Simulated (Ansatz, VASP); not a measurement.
## Two plane-wave programs on Y

```
Y
1.0
     0.00000    2.38560    2.38560
     2.38560    0.00000    2.38560
     2.38560    2.38560    0.00000
Y
1
Direct
  0.00000 0.00000 0.00000
```

Change from the starting cell: strain -0.040 along x and y, -0.040 along z, atoms carried along.

Alike in both runs: task single point; functional r2SCAN; k mesh 16 × 16 × 16; occupations gaussian, width 0.15 eV; no spin polarisation.

```csv
,VASP,Ansatz
version,VASP 6.6.1,Ansatz 0.2.0
potentials or method,"VASP PAW PBE potentials, release 64 (Y_sv), cutoff 520 eV","scalar-relativistic, plane waves, PAW"
valence electrons in the cell,11,11
```

```csv
,VASP,Ansatz,Ansatz less VASP
gap on the k mesh at the Fermi level (eV),none,none,-
pressure (GPa),10.3,10.3,-0.07
```

VASP's potentials were made for PBE, not for r2SCAN. A gap of «none» marks a metal or a gap that the smearing closes. With one functional, cell and mesh, what is left measures potentials, basis and numerics.
